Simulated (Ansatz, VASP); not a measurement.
# Two plane-wave programs on ZnO

```xyz
2
Lattice="0.0000 2.1338 2.1338 2.0079 0.0000 2.1338 2.0079 2.1338 0.0000" Properties=species:S:1:pos:R:3 pbc="T T T"
Zn    0.0000    0.0000    0.0000
O     2.0079    2.1338    2.1338
```

Change from the starting cell: uniaxial_x strain -5.9%.

Alike in both runs: task single point; functional r2SCAN; k mesh 10 × 10 × 10; no spin polarisation.

|  | VASP | Ansatz |
| --- | --- | --- |
| version | VASP 6.6.1 | Ansatz 0.2.0 |
| potentials or method | VASP PAW PBE potentials, release 64 (Zn, O) | plane waves, PAW |
| plane-wave cutoff (eV) | 520 | 500 |
| occupations | gaussian, width 0.01 eV | fixed |
| valence electrons in the cell | 18 | 18 |

|  | VASP | Ansatz | Ansatz less VASP |
| --- | --- | --- | --- |
| gap on the k mesh at the Fermi level (eV) | 1.69 | 1.71 | +0.021 |
| pressure (GPa) | 16.6 | 14.8 | -1.76 |
| traceless stress, the component that is largest in VASP (GPa) | 7.82 | 7.34 | -0.483 |

VASP's potentials were made for PBE, not for r2SCAN.
